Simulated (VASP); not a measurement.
**MoS2: single point with LDA+U**

MoS2:

```
Mo S
1.0
     3.16100    0.00000    0.00000
    -1.58050    2.73751    0.00000
     0.00000    0.00000   12.29500
Mo S
2 4
Direct
  0.33333 0.66667 0.25000
  0.66667 0.33333 0.75000
  0.33333 0.66667 0.62750
  0.66667 0.33333 0.12750
  0.33333 0.66667 0.87250
  0.66667 0.33333 0.37250
```

```
Program                : VASP 6.6.1
Task                   : single point
Functional             : LDA
Potentials or basis    : VASP PAW LDA potentials, release 64 (Mo_sv, S)
Cutoff                 : 520 eV
k mesh                 : 7 × 7 × 2
Occupations            : gaussian, width 0.05 eV
Spin                   : collinear spin, zero start
Starting moments       : [0.0, 0.0, 0.0, 0.0, 0.0, 0.0] μB
Hubbard terms          : Mo d U = 1.0 eV
Dipole correction      : no
Further INCAR settings : ALGO = Normal; EDIFF = 1e-07; NBANDS = 39
```

The pressure is 1.7 GPa, the largest force is 0.825 eV/Å and the band gap on the k mesh is 0.96 eV (least direct gap 1.97 eV). The net moment is 0.00 μB per cell and the valence electrons inside the program's atomic spheres are Mo 12.58; S 3.72.

Forces in eV/Å, atoms in the order of the input:
```
Mo   0.000  0.000  0.000
Mo   0.000  0.000  0.000
S    0.000  0.000 -0.825
S    0.000  0.000 -0.825
S    0.000  0.000  0.825
S    0.000  0.000  0.825
```

Stress tensor (GPa, compression positive):
```
-0.57  0.00  0.00
 0.00 -0.57  0.00
 0.00  0.00  6.30
```

Levels at points of the mesh, in eV from the valence-band top:
Spin up:
```csv
k point,band 24,band 25,band 26,band 27,band 28,band 29
"(0.00, 0.00, 0.00)",-1.31,-1.19,0.00,1.97,1.97,1.99
"(0.00, 0.00, 0.50)",-2.57,-0.29,-0.29,1.98,1.98,1.98
```
Spin down:
```tsv
k point	band 23	band 24	band 25	band 26	band 27	band 28	band 29	band 30
(0.00, 0.00, 0.00)	-2.56	-1.31	-1.19	0.00	1.97	1.97	1.99	1.99
(0.00, 0.00, 0.50)	-2.57	-2.57	-0.29	-0.29	1.98	1.98	1.98	1.98
```

Eigenvalues of the final occupation matrices:
```tsv
site	spin	trace	eigenvalues
site 1 d	1	2.05	0.40 0.40 0.41 0.41 0.43
site 1 d	2	2.05	0.40 0.40 0.41 0.41 0.43
site 2 d	1	2.05	0.40 0.40 0.41 0.41 0.43
site 2 d	2	2.05	0.40 0.40 0.41 0.41 0.43
```

It took 2.5 min on 1 thread of Intel Xeon 8259CL, on a shared host, peak memory 0.26 GiB.

Caveat: the stress differs along the axes, from -1 to 6 GPa. A k mesh can miss the band edges.
